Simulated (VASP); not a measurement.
# CrCuO2 (R-3m) in VASP: single point with PBE+U

Aim: the single point of CrCuO2 with PBE+U.

All numbers are computed with VASP 6.6.1; they aren't measurements. Logs are shortened: lines on timing, memory, paths and dates and some standing lists are left out, and cuts for length are marked.

## Step 1: The cell of the first run

It takes space group R-3m (No. 166, trigonal). Conventional cell: a = 2.973 Å, b = 2.973 Å, c = 17.100 Å, α = 90.00°, β = 90.00°, γ = 120.00°. Cu (site symmetry -3m) has 2 O at 1.85 Å within 2.4 Å. Within 2.4 Å of O (site symmetry 3m) lie 1 Cu at 1.85 Å and 3 Cr at 1.99 Å. Within 2.6 Å of Cr (site symmetry -3m) lie 6 O at 1.99 Å.

## Step 2: Single point, PBE+U

Input file INCAR:

```
SYSTEM = CrCuO2
ALGO = Normal ; EDIFF = 1E-6
ENCUT = 600 ; GGA = PE
GGA_COMPAT = .FALSE. ; ISIF = 2
ISMEAR = -1 ; LASPH = .TRUE.
LCHARG = .TRUE. ; LDAU = .TRUE.
LDAUJ = 0 0 0 ; LDAUL = 2 -1 2
LDAUPRINT = 1 ; LDAUTYPE = 2
LDAUU = 6.7 0 5.8 ; LELF = .TRUE.
LMAXMIX = 4 ; LREAL = .FALSE.
LVHAR = .TRUE. ; LWAVE = .FALSE.
NBANDS = 26 ; NELM = 200
PREC = Accurate ; SIGMA = 0.02
```

Input file KPOINTS:

```
k-points
0
G
  8 8 8
  0 0 0
```

Input file POSCAR:

```
CrCuO2
1.0
    1.4867000100      0.8583466500      5.7000000000
   -1.4867000100      0.8583466500      5.7000000000
    0.0000000000     -1.7166933100      5.7000000000
Cu O Cr
1 2 1
Direct
    0.0000000000      0.0000000000      0.0000000000
    0.1079200000      0.1079200000      0.1079200000
    0.8920800000      0.8920800000      0.8920800000
    0.5000000000      0.5000000000      0.5000000000
```

Potentials or basis: VASP PAW PBE potentials, release 64 (Cu, O, Cr_pv).

Started as:

```bash
cat potpaw_PBE.64/Cu/POTCAR potpaw_PBE.64/O/POTCAR potpaw_PBE.64/Cr_pv/POTCAR > POTCAR
mpirun -np 1 vasp_std > vasp.out
```

OUTCAR:

```text
SYSTEM = CrCuO2
   EDIFF = 1E-6
   ENCUT = 600
   GGA = PE
   ISIF = 2
   ISMEAR = -1
   LASPH = .TRUE.
   LREAL = .FALSE.
   NELM = 200
   PREC = Accurate

 ion  position               nearest neighbor table
   1  0.000  0.000  0.000-   2 1.85   3 1.85
   2  0.108  0.108  0.108-   1 1.85   4 1.99   4 1.99   4 1.99
   3  0.892  0.892  0.892-   1 1.85   4 1.99   4 1.99   4 1.99
   4  0.500  0.500  0.500-   2 1.99   2 1.99   3 1.99   3 1.99   2 1.99   3 1.99

  LATTYP: Found a trigonal (rhomboedric) cell.
 ALAT       =     5.9529014683
 COS(alpha) =     0.8752561058

  Lattice vectors:

 A1 = (   1.4867000100,   0.8583466500,   5.7000000000)
 A2 = (  -1.4867000100,   0.8583466500,   5.7000000000)
 A3 = (   0.0000000000,  -1.7166933100,   5.7000000000)

Analysis of symmetry for initial positions (statically):
=====================================================================
 Subroutine PRICEL returns:
 Original cell was already a primitive cell.

 Routine SETGRP: Setting up the symmetry group for a
 trigonal (rhombohedral) supercell.

 Subroutine GETGRP returns: Found 12 space group operations
 (whereof 12 operations were pure point group operations)
 out of a pool of 12 trial point group operations.

The static configuration has the point symmetry D_3d.

Analysis of symmetry for dynamics (positions and initial velocities):
=====================================================================
 Subroutine PRICEL returns:
 Original cell was already a primitive cell.

 Routine SETGRP: Setting up the symmetry group for a
 trigonal (rhombohedral) supercell.

 Subroutine GETGRP returns: Found 12 space group operations
 (whereof 12 operations were pure point group operations)
 out of a pool of 12 trial point group operations.

The dynamic configuration has the point symmetry D_3d.

 Subroutine INISYM returns: Found 12 space group operations
 (whereof 12 operations are pure point group operations),
 and found     1 'primitive' translations

[... 180 lines left out ...]
 -0.0000 -0.0000  0.5407  0.0000  0.0000
  0.1291  0.0000  0.0000  0.3992 -0.0000
  0.0000  0.1291  0.0000 -0.0000  0.3436

spin component  2

  0.3436  0.0000 -0.0000  0.1291  0.0000
  0.0000  0.3992 -0.0000  0.0000  0.1291
 -0.0000 -0.0000  0.5407  0.0000  0.0000
  0.1291  0.0000  0.0000  0.3992 -0.0000
  0.0000  0.1291  0.0000 -0.0000  0.3436

 occupancies and eigenvectors

  o =  0.2394  v = -0.7780  0.0000 -0.0000  0.6283  0.0000  0.0000  0.0000  0.0000  0.0000  0.0000      0.0000  0.0000  0.0000  0.0000  0.0000  0.0000  0.0000  0.0000  0.0000  0.0000
  o =  0.2394  v =  0.0000  0.0000  0.0000  0.0000  0.0000 -0.7780  0.0000 -0.0000  0.6283  0.0000      0.0000  0.0000  0.0000  0.0000  0.0000  0.0000  0.0000  0.0000  0.0000  0.0000
  o =  0.2394  v =  0.0000 -0.6283 -0.0000 -0.0000  0.7780  0.0000  0.0000  0.0000  0.0000  0.0000      0.0000  0.0000  0.0000  0.0000  0.0000  0.0000  0.0000  0.0000  0.0000  0.0000
  o =  0.2394  v =  0.0000  0.0000  0.0000  0.0000  0.0000  0.0000 -0.6283 -0.0000 -0.0000  0.7780      0.0000  0.0000  0.0000  0.0000  0.0000  0.0000  0.0000  0.0000  0.0000  0.0000
  o =  0.5035  v =  0.0000  0.0000  0.0000  0.0000  0.0000 -0.6283  0.0000  0.0000 -0.7780 -0.0000      0.0000  0.0000  0.0000  0.0000  0.0000  0.0000  0.0000  0.0000  0.0000  0.0000
  o =  0.5035  v = -0.6283  0.0000  0.0000 -0.7780 -0.0000  0.0000  0.0000  0.0000  0.0000  0.0000      0.0000  0.0000  0.0000  0.0000  0.0000  0.0000  0.0000  0.0000  0.0000  0.0000
  o =  0.5035  v =  0.0000  0.0000  0.0000  0.0000  0.0000  0.0000  0.7780 -0.0000 -0.0000  0.6283      0.0000  0.0000  0.0000  0.0000  0.0000  0.0000  0.0000  0.0000  0.0000  0.0000
  o =  0.5035  v =  0.0000  0.7780 -0.0000 -0.0000  0.6283  0.0000  0.0000  0.0000  0.0000  0.0000      0.0000  0.0000  0.0000  0.0000  0.0000  0.0000  0.0000  0.0000  0.0000  0.0000
  o =  0.5407  v =  0.0000 -0.0000 -1.0000 -0.0000 -0.0000  0.0000  0.0000  0.0000  0.0000  0.0000      0.0000  0.0000  0.0000  0.0000  0.0000  0.0000  0.0000  0.0000  0.0000  0.0000
  o =  0.5407  v =  0.0000  0.0000  0.0000  0.0000  0.0000  0.0000 -0.0000 -1.0000 -0.0000 -0.0000      0.0000  0.0000  0.0000  0.0000  0.0000  0.0000  0.0000  0.0000  0.0000  0.0000

 number of electron      34.9999996 magnetization

 Free energy of the ion-electron system (eV)
  ---------------------------------------------------
  ext. energy  EPLUGINS =         0.00000000
  ---------------------------------------------------
  free energy    TOTEN  =       -18.94675098 eV

  energy without entropy =      -18.94147451  energy(sigma->0) =      -18.94411274

 E-fermi :   6.0899     XC(G=0): -11.5763

 val. band max:        6.0846471432   @ k =   0.2500   0.0000   0.0000
 cond. band min:       6.1077045358   @ k =  -0.2500   0.1250  -0.0000
 fundamental gap:      0.0230573927
 Fermi energy:         6.0898801255

 k-point     1 :       0.0000    0.0000    0.0000
  band No.  band energies     occupation
      1     -38.1175      2.00000
      2     -38.1175      2.00000
      3     -37.6159      2.00000
      4     -14.3659      2.00000
      5     -12.8045      2.00000
      6      -2.2598      2.00000
[... 685 lines left out ...]
     25      16.0345      0.00000
     26      17.1112      0.00000

 [... further k-points ...]

------------------------ aborting loop because EDIFF is reached ----------------------------------------

  FORCE on cell =-STRESS in cart. coord.  units (eV):
  Direction    XX          YY          ZZ          XY          YZ          ZX
  --------------------------------------------------------------------------------------
  -------------------------------------------------------------------------------------
  Total       -0.9270111     -0.9270111      2.7175097      0.0000000     -0.0000000      0.0000000
  in kB      -34.0316769    -34.0316771     99.7630030      0.0000000     -0.0000001      0.0000000
  external PRESSURE =      10.5665496 kB  Pullay stress =       0.0000000 kB

 VOLUME and BASIS-vectors are now :
 -----------------------------------------------------------------------------
  energy-cutoff  :      600.00
  volume of cell :       43.64
      direct lattice vectors                 reciprocal lattice vectors
     1.486700010  0.858346650  5.700000000     0.336315327  0.194171744  0.058479532
    -1.486700010  0.858346650  5.700000000    -0.336315327  0.194171744  0.058479532
     0.000000000 -1.716693310  5.700000000     0.000000000 -0.388343488  0.058479532

 POSITION                                       TOTAL-FORCE (eV/Angst)
 -----------------------------------------------------------------------------------
      0.00000      0.00000      0.00000         0.000000     -0.000000      0.000000
      0.00000     -0.00000      1.84543         0.000000      0.000000     -1.010502
      0.00000     -0.00000     15.25457         0.000000     -0.000000      1.010502
      0.00000     -0.00000      8.55000         0.000000      0.000000     -0.000000
 -----------------------------------------------------------------------------------
    total drift:                                0.000000      0.000000     -0.000000

  FREE ENERGIE OF THE ION-ELECTRON SYSTEM (eV)
  ---------------------------------------------------
  free  energy   TOTEN  =       -18.9467509780 eV

  energy  without entropy=      -18.9414745050  energy(sigma->0) =      -18.94411274
```

stdout:

```text
POSCAR found type information on POSCAR CuO Cr
 POSCAR found :  3 types and       4 ions
 scaLAPACK will be used
 LDA part: xc-table for (Slater+PW92), standard interpolation
 POSCAR, INCAR and KPOINTS ok, starting setup
 FFT: planning ... GRIDC
 FFT: planning ... GRID_SOFT
 FFT: planning ... GRID
 WAVECAR not read
 entering main loop
```

Wall time 5.8 min (1 thread of AMD EPYC 9R45 (Zen 5), shared host); peak memory 0.35 GiB.

Results:

```yaml
Free_energy: -18.9468 eV
Pressure: 1.1 GPa
Largest_force: 1.011 eV/Å
Band_gap_on_the_k_mesh: zero (an odd number of electrons rules out a gap without spin polarisation)
```

Forces in eV/Å, atoms in the order of the input:
```
Cu   0.000  0.000  0.000
O    0.000  0.000 -1.011
O    0.000  0.000  1.011
Cr   0.000  0.000  0.000
```

Eigenvalues of the final occupation matrices:
| site | spin | trace | eigenvalues |
| --- | --- | --- | --- |
| site 1 d | 1 | 4.73 | 0.88 0.96 0.96 0.97 0.97 |
| site 1 d | 2 | 4.73 | 0.88 0.96 0.96 0.97 0.97 |
| site 4 d | 1 | 2.03 | 0.24 0.24 0.50 0.50 0.54 |
| site 4 d | 2 | 2.03 | 0.24 0.24 0.50 0.50 0.54 |

Caveat: the stress differs along the axes, from -3 to 10 GPa; an odd number of electrons without spin polarisation forces a metal; a magnetic or distorted state may lie lower; the run has no spin polarisation, though such a crystal can be magnetic; U without spin polarisation on a metal has little footing.

The gap in the log of VASP goes by the Fermi energy; the results here count the filled bands.